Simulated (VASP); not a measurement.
# ZnSe (ZnSe (F-43m)) (F-43m) in VASP: single point with PBE

Aim: the single point of ZnSe (ZnSe (F-43m)) with PBE.

Program: VASP 6.6.1. These are calculated values, not measurements. Logs are shortened: lines on timing, memory, paths and dates and some standing lists are left out, and cuts for length are marked.

**1. The cell of the first run**

Symmetry: F-43m, No. 216, cubic system. Conventional cell: a = 5.665 Å, b = 5.665 Å, c = 5.665 Å, α = 90.00°, β = 90.00°, γ = 90.00°. Zn (site symmetry -43m) has 4 Se at 2.45 Å within 3.2 Å. Within 3.2 Å of Se (site symmetry -43m) lie 4 Zn at 2.45 Å.

**2. Single point, PBE**

File INCAR:

```
SYSTEM = ZnSe
PREC = Accurate ; ENCUT = 520
EDIFF = 1E-6 ; ISMEAR = 0
SIGMA = 0.01 ; LREAL = Auto
LASPH = .True. ; NELM = 60
ALGO = Normal ; ISIF = 2
LWAVE = .False. ; LCHARG = .True.
GGA = PE ; LELF = .True.
LVHAR = .True. ; NBANDS = 276
```

File KPOINTS:

```
Automatic mesh
0
Gamma
  1 1 1
  0.25 0.25 0.25
```

File POSCAR:

```
ZnSe
1.0
    0.0000000000      8.4973275000      8.4973275000
    8.4973275000      0.0000000000      8.4973275000
    8.4973275000      8.4973275000      0.0000000000
Zn Se
27 27
Direct
    0.0000000000      0.0000000000      0.0000000000
    0.0000000000      0.0000000000      0.3333333333
    0.0000000000      0.0000000000      0.6666666667
    0.0000000000      0.3333333333      0.0000000000
    0.0000000000      0.3333333333      0.3333333333
    0.0000000000      0.3333333333      0.6666666667
    0.0000000000      0.6666666667      0.0000000000
    0.0000000000      0.6666666667      0.3333333333
    0.0000000000      0.6666666667      0.6666666667
    0.3333333333      0.0000000000      0.0000000000
    0.3333333333      0.0000000000      0.3333333333
    0.3333333333      0.0000000000      0.6666666667
    0.3333333333      0.3333333333      0.0000000000
    0.3333333333      0.3333333333      0.3333333333
    0.3333333333      0.3333333333      0.6666666667
    0.3333333333      0.6666666667      0.0000000000
    0.3333333333      0.6666666667      0.3333333333
    0.3333333333      0.6666666667      0.6666666667
    0.6666666667      0.0000000000      0.0000000000
    0.6666666667      0.0000000000      0.3333333333
    0.6666666667      0.0000000000      0.6666666667
    0.6666666667      0.3333333333      0.0000000000
    0.6666666667      0.3333333333      0.3333333333
    0.6666666667      0.3333333333      0.6666666667
    0.6666666667      0.6666666667      0.0000000000
    0.6666666667      0.6666666667      0.3333333333
    0.6666666667      0.6666666667      0.6666666667
    0.0833333333      0.0833333333      0.0833333333
    0.0833333333      0.0833333333      0.4166666667
    0.0833333333      0.0833333333      0.7500000000
    0.0833333333      0.4166666667      0.0833333333
    0.0833333333      0.4166666667      0.4166666667
    0.0833333333      0.4166666667      0.7500000000
    0.0833333333      0.7500000000      0.0833333333
    0.0833333333      0.7500000000      0.4166666667
    0.0833333333      0.7500000000      0.7500000000
    0.4166666667      0.0833333333      0.0833333333
    0.4166666667      0.0833333333      0.4166666667
    0.4166666667      0.0833333333      0.7500000000
    0.4166666667      0.4166666667      0.0833333333
    0.4166666667      0.4166666667      0.4166666667
    0.4166666667      0.4166666667      0.7500000000
    0.4166666667      0.7500000000      0.0833333333
    0.4166666667      0.7500000000      0.4166666667
    0.4166666667      0.7500000000      0.7500000000
    0.7500000000      0.0833333333      0.0833333333
    0.7500000000      0.0833333333      0.4166666667
    0.7500000000      0.0833333333      0.7500000000
    0.7500000000      0.4166666667      0.0833333333
    0.7500000000      0.4166666667      0.4166666667
    0.7500000000      0.4166666667      0.7500000000
    0.7500000000      0.7500000000      0.0833333333
    0.7500000000      0.7500000000      0.4166666667
    0.7500000000      0.7500000000      0.7500000000
```

Potentials or basis: VASP PAW PBE potentials, release 64 (Zn, Se).

Run with:

```bash
> cat potpaw_PBE.64/Zn/POTCAR potpaw_PBE.64/Se/POTCAR > POTCAR
> mpirun -np 1 vasp_std > vasp.out
```

OUTCAR:

```text
SYSTEM = ZnSe
   PREC = Accurate
   ENCUT = 520
   EDIFF = 1E-6
   ISMEAR = 0
   LREAL = Auto
   LASPH = .True.
   NELM = 60
   ISIF = 2
   GGA = PE

 ion  position               nearest neighbor table
   1  0.000  0.000  0.000-  28 2.45  30 2.45  34 2.45  46 2.45
   2  0.000  0.000  0.333-  29 2.45  28 2.45  35 2.45  47 2.45
   3  0.000  0.000  0.667-  30 2.45  29 2.45  36 2.45  48 2.45
   4  0.000  0.333  0.000-  49 2.45  31 2.45  33 2.45  28 2.45
   5  0.000  0.333  0.333-  50 2.45  31 2.45  29 2.45  32 2.45
   6  0.000  0.333  0.667-  51 2.45  32 2.45  33 2.45  30 2.45
[... 46 lines left out ...]
  53  0.750  0.750  0.417-  26 2.45  20 2.45   8 2.45  27 2.45
  54  0.750  0.750  0.750-  27 2.45  21 2.45  25 2.45   9 2.45

  LATTYP: Found a face centered cubic cell.
 ALAT       =    16.9946550000

  Lattice vectors:

 A1 = (   0.0000000000,   8.4973275000,   8.4973275000)
 A2 = (   8.4973275000,   0.0000000000,   8.4973275000)
 A3 = (   8.4973275000,   8.4973275000,   0.0000000000)

Analysis of symmetry for initial positions (statically):
=====================================================================
 Subroutine PRICEL returns following result:

  LATTYP: Found a face centered cubic cell.
 ALAT       =     5.6648849994

  Lattice vectors:

 A1 = (   0.0000000000,   2.8324424997,   2.8324424997)
 A2 = (   2.8324424997,   0.0000000000,   2.8324424997)
 A3 = (   2.8324424997,   2.8324424997,   0.0000000000)

  27 primitive cells build up your supercell.

 Routine SETGRP: Setting up the symmetry group for a
 face centered cubic supercell.

 Subroutine GETGRP returns: Found 24 space group operations
 (whereof 24 operations were pure point group operations)
 out of a pool of 48 trial point group operations.

The static configuration has the point symmetry T_d .

Analysis of symmetry for dynamics (positions and initial velocities):
=====================================================================
 Subroutine PRICEL returns following result:

  LATTYP: Found a face centered cubic cell.
 ALAT       =     5.6648849994

  Lattice vectors:

 A1 = (   0.0000000000,   2.8324424997,   2.8324424997)
 A2 = (   2.8324424997,   0.0000000000,   2.8324424997)
 A3 = (   2.8324424997,   2.8324424997,   0.0000000000)

  27 primitive cells build up your supercell.

 Routine SETGRP: Setting up the symmetry group for a
 face centered cubic supercell.

 Subroutine GETGRP returns: Found 24 space group operations
 (whereof 24 operations were pure point group operations)
 out of a pool of 48 trial point group operations.

The dynamic configuration has the point symmetry T_d .

 Subroutine INISYM returns: Found 24 space group operations
 (whereof 24 operations are pure point group operations),
 and found    27 'primitive' translations

----------------------------------------------------------------------------------------

                                     Primitive cell

  volume of cell :      45.4478

  direct lattice vectors                    reciprocal lattice vectors
     0.000000000  2.832442500  2.832442500    -0.176526090  0.176526090  0.176526090
     2.832442500  0.000000000  2.832442500     0.176526090 -0.176526090  0.176526090
     2.832442500  2.832442500  0.000000000     0.176526090  0.176526090 -0.176526090

  length of vectors
     4.005678598  4.005678598  4.005678598     0.305752157  0.305752157  0.305752157

  position of ions in fractional coordinates (direct lattice)
     0.000000000  0.000000000  0.000000000
     0.250000000  0.250000000  0.250000000

  ion indices of the primitive-cell ions
   primitive index   ion index
                 1           1
                 2          28

----------------------------------------------------------------------------------------

 KPOINTS: Automatic mesh

Automatic generation of k-mesh.
 Grid dimensions read from file:
 generate k-points for:    1    1    1

 Generating k-lattice:

  Cartesian coordinates                     Fractional coordinates (reciprocal lattice)
    -0.058842030  0.058842030  0.058842030     1.000000000  0.000000000  0.000000000
     0.058842030 -0.058842030  0.058842030     0.000000000  1.000000000  0.000000000
     0.058842030  0.058842030 -0.058842030     0.000000000  0.000000000  1.000000000

  Length of vectors
     0.101917386  0.101917386  0.101917386

  Shift w.r.t. Gamma in fractional coordinates (k-lattice)
     0.250000000  0.250000000  0.250000000

 Subroutine IBZKPT returns following result:
 ===========================================

 Found      1 irreducible k-points:

 Following reciprocal coordinates:
            Coordinates               Weight
  0.250000  0.250000  0.250000      8.000000
   k-points           NKPTS =      1   k-points in BZ     NKDIM =      1   number of bands    NBANDS=    276
   number of dos      NEDOS =    301   number of ions     NIONS =     54
   total plane-waves  NPLWV = 729000
   dimension x,y,z NGX =    90 NGY =   90 NGZ =   90
   dimension x,y,z NGXF=   180 NGYF=  180 NGZF=  180
   ions per type =              27  27
   NGX,Y,Z   is equivalent  to a cutoff of  12.45, 12.45, 12.45 a.u.
   NGXF,Y,Z  is equivalent  to a cutoff of  24.90, 24.90, 24.90 a.u.
 SYSTEM =  ZnSe
   PREC   = accura    normal or accurate (medium, high low for compatibility)
   ISTART =      0    job   : 0-new  1-cont  2-samecut
   ICHARG =      2    charge: 1-file 2-atom 10-const
   ISPIN  =      1    spin polarized calculation?
   LNONCOLLINEAR =      F non collinear calculations
   LSORBIT =      F    spin-orbit coupling
   LASPH  =      T    aspherical Exc in radial PAW
   ENCUT  =  520.0 eV  38.22 Ry    6.18 a.u.  22.34 22.34 22.34*2*pi/ulx,y,z
   NELM   =     60;   NELMIN=  2; NELMDL= -5     # of ELM steps
   EDIFF  = 0.1E-05   stopping-criterion for ELM
   LREAL  =      T    real-space projection
   EDIFFG = 0.1E-04   stopping-criterion for IOM
   NSW    =      0    number of steps for IOM
   IBRION =     -1    ionic relax: 0-MD 1-quasi-New 2-CG
   NFREE  =      0    steps in history (QN), initial steepest desc. (CG)
   ISIF   =      2    stress and relaxation
   ISYM   =      2    0-nonsym 1-usesym 2-fastsym
   POTIM  = 0.5000    time-step for ionic-motion
   TEBEG  =    0.0;   TEEND  =   0.0 temperature during run
   PSTRESS=    0.0 pullay stress
   NELECT =     486.0000    total number of electrons
   NUPDOWN=      -1.0000    fix difference up-down
   EMIN   =  10.00;   EMAX   =-10.00  energy-range for DOS
   EFERMI =   0.00;   METHOD = LEGACY
   ISMEAR =     0;   SIGMA  =   0.01  broadening in eV -4-tet -1-fermi 0-gaus
   EFERMI_NEDOS =   21; number of points for ismear=-14 and -15
   IALGO  =     38    algorithm
   IMIX   =      4    mixing-type and parameters
     AMIX     =   0.40;   BMIX     =  1.00
     AMIX_MAG =   1.60;   BMIX_MAG =  1.00
  volume/ion in A,a.u.               =      22.72       153.35
  Fermi-wavevector in a.u.,A,eV,Ry     =   1.202249  2.271922 19.665910  1.445404
  Thomas-Fermi vector in A             =   2.338036
   LORBIT       =      0    0 simple, 1 ext, 2 COOP (PROOUT), +10 PAW based schemes
   GGA     = PE    functional components
   LHFCALC =     F    Hartree Fock is set to
   AEXX    =    0.0000 exact exchange contribution
   IVDW    =     0    specifies the selected vdW correction
   LEPSILON=     F    determine dielectric tensor
   LRPA    =     F    only Hartree local field effects (RPA)
 non-spin polarized calculation
 Gauss-broadening in eV      SIGMA  =   0.01
  energy-cutoff  :      520.00
  volume of cell :     1227.09
 maximum number of plane-waves:     33081
 NGX is ok and might be reduce to    90
   NGX = 45   NGY = 45   NGZ = 45

 number of electron     486.0000286 magnetization

 Free energy of the ion-electron system (eV)
  ---------------------------------------------------
  ext. energy  EPLUGINS =         0.00000000
  ---------------------------------------------------
  free energy    TOTEN  =      -159.05198080 eV

  energy without entropy =     -159.05198080  energy(sigma->0) =     -159.05198080

 E-fermi :   1.6915     XC(G=0):  -9.3090

 val. band max:        1.5947373698   @ k =   0.2500   0.2500   0.2500
 cond. band min:       3.5587141343   @ k =   0.2500   0.2500   0.2500
 fundamental gap:      1.9639767645
 Fermi energy:         1.6914558648

 k-point     1 :       0.2500    0.2500    0.2500
  band No.  band energies     occupation
      1     -11.5500      2.00000
      2     -11.2308      2.00000
      3     -11.0612      2.00000
      4     -11.0612      2.00000
      5     -11.0612      2.00000
      6     -10.9533      2.00000
[... 247 lines left out ...]
    254       5.0402      0.00000
    255       5.0402      0.00000
 [bands above 255 left out]

------------------------ aborting loop because EDIFF is reached ----------------------------------------

  FORCE on cell =-STRESS in cart. coord.  units (eV):
  Direction    XX          YY          ZZ          XY          YZ          ZX
  --------------------------------------------------------------------------------------
  -------------------------------------------------------------------------------------
  Total       23.7719062     23.7719062     23.7719062      0.0000000     -0.0000000      0.0000000
  in kB       31.0382712     31.0382712     31.0382712      0.0000000     -0.0000000      0.0000000
  external PRESSURE =      31.0382712 kB  Pullay stress =       0.0000000 kB

 VOLUME and BASIS-vectors are now :
 -----------------------------------------------------------------------------
  energy-cutoff  :      520.00
  volume of cell :     1227.09
      direct lattice vectors                 reciprocal lattice vectors
     0.000000000  8.497327500  8.497327500    -0.058842030  0.058842030  0.058842030
     8.497327500  0.000000000  8.497327500     0.058842030 -0.058842030  0.058842030
     8.497327500  8.497327500  0.000000000     0.058842030  0.058842030 -0.058842030

 POSITION                                       TOTAL-FORCE (eV/Angst)
 -----------------------------------------------------------------------------------
      0.00000      0.00000      0.00000        -0.000000     -0.000000     -0.000000
      2.83244      2.83244      0.00000        -0.000000     -0.000000     -0.000000
      5.66489      5.66489      0.00000        -0.000000     -0.000000     -0.000000
      2.83244      0.00000      2.83244        -0.000000      0.000000     -0.000000
      5.66488      2.83244      2.83244        -0.000000     -0.000000     -0.000000
      8.49733      5.66489      2.83244        -0.000000     -0.000000     -0.000000
[... 46 lines left out ...]
      9.91355      9.91355     12.74599         0.000000      0.000000      0.000000
     12.74599     12.74599     12.74599         0.000000     -0.000000      0.000000
 -----------------------------------------------------------------------------------
    total drift:                               -0.000017     -0.000017     -0.000021

  FREE ENERGIE OF THE ION-ELECTRON SYSTEM (eV)
  ---------------------------------------------------
  free  energy   TOTEN  =      -159.0519807990 eV

  energy  without entropy=     -159.0519807990  energy(sigma->0) =     -159.05198080
```

It used 2600 s of CPU time on 1 thread of AMD EPYC 7R13 Processor (Zen 3), with other jobs on the host.

Results:

| Item | Value |
| --- | --- |
| Free energy | -159.0520 eV |
| Pressure | 3.1 GPa |
| Band gap on the k mesh | 1.96 eV |

Caveat: the k points lie up to 0.64 Å⁻¹ apart.
